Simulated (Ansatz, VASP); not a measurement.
## Ag: VASP beside Ansatz

Contents of POSCAR:

```
Ag
1.0
    0.0000000000      2.1248240000      1.8796520000
    2.1248240000      0.0000000000      1.8796520000
    2.1248240000      2.1248240000      0.0000000000
Ag
1
Direct
    0.0000000000      0.0000000000      0.0000000000
```

Contents of INCAR.step1:

```
SYSTEM = Ag
PREC     = Accurate       ! precision mode
ENCUT    = 520            ! plane-wave cutoff, eV
ISMEAR   = 0              ! smearing method
SIGMA    = 0.15           ! smearing width, eV
LREAL    = .FALSE.        ! projectors in reciprocal space
LASPH    = .TRUE.         ! aspherical terms in the spheres
NELM     = 60             ! most SCF steps
NBANDS   = 12             ! bands
GGA      = PE             ! functional
ALGO     = Normal         ! electronic algorithm
EDIFF    = 1E-4           ! SCF threshold, eV
LWAVE    = .TRUE.         ! write WAVECAR
LCHARG   = .FALSE.        ! write CHGCAR
```

INCAR.step2

```
SYSTEM = Ag
PREC     = Accurate       ! precision mode
ENCUT    = 520            ! plane-wave cutoff, eV
EDIFF    = 1E-6           ! SCF threshold, eV
ISMEAR   = 0              ! smearing method
SIGMA    = 0.15           ! smearing width, eV
LREAL    = .FALSE.        ! projectors in reciprocal space
LASPH    = .TRUE.         ! aspherical terms in the spheres
NELM     = 60             ! most SCF steps
ALGO     = Normal         ! electronic algorithm
ISIF     = 2              ! what is computed and relaxed
LWAVE    = .FALSE.        ! write WAVECAR
LCHARG   = .TRUE.         ! write CHGCAR
METAGGA  = R2SCAN         ! meta-GGA
LMIXTAU  = .TRUE.       
LELF     = .TRUE.         ! ELF
LVHAR    = .TRUE.       
NBANDS   = 12             ! bands
ISTART   = 1
```

The input KPOINTS:

```
Automatic mesh
0
G
  20 20 20
  0 0 0
```

Input for Ansatz:

```yaml
crystal:
  lattice:
    - [0.0, 2.124824, 1.879652]
    - [2.124824, 0.0, 1.879652]
    - [2.124824, 2.124824, 0.0]
  atoms:
    - { symbol: Ag, position: [0.0, 0.0, 0.0] }
basis:
  ecutwfc: 500
kpoints:
  mp_grid: { grid: [20, 20, 20] }
hamiltonian:
  xc: r2scan
scf:
  occupations: { method: gaussian, width: 0.15 }
output:
  forces: true
  stress: true
  eigenvalues: true
```

Change from the starting cell: strain +0.040 along x and y, -0.080 along z, atoms carried along.

Alike in both runs: task single point; functional r2SCAN; k mesh 20 × 20 × 20; occupations gaussian, width 0.15 eV; no spin polarisation.

|  | VASP | Ansatz |
| --- | --- | --- |
| version | VASP 6.6.1 | Ansatz 0.2.0 |
| potentials or method | VASP PAW PBE potentials, release 64 (Ag), cutoff 520 eV | scalar-relativistic, plane waves, PAW |
| valence electrons in the cell | 11 | 19 |

Ansatz gave:

* gap on the k mesh at the Fermi level (eV): none
* pressure (GPa): 2.3
* traceless stress, the component that is largest in VASP (GPa): 1.57

Question: Estimate VASP's values.

Answer: gap on the k mesh at the Fermi level (eV): none; pressure (GPa): 2.5; traceless stress, the component that is largest in VASP (GPa): 1.60.

VASP's potentials were made for PBE, not for r2SCAN. A gap of «none» marks a metal or a gap that the smearing closes. VASP's potentials hold 11 valence electrons a cell and Ansatz's 19, so a difference there can come from the potentials and not from the codes.
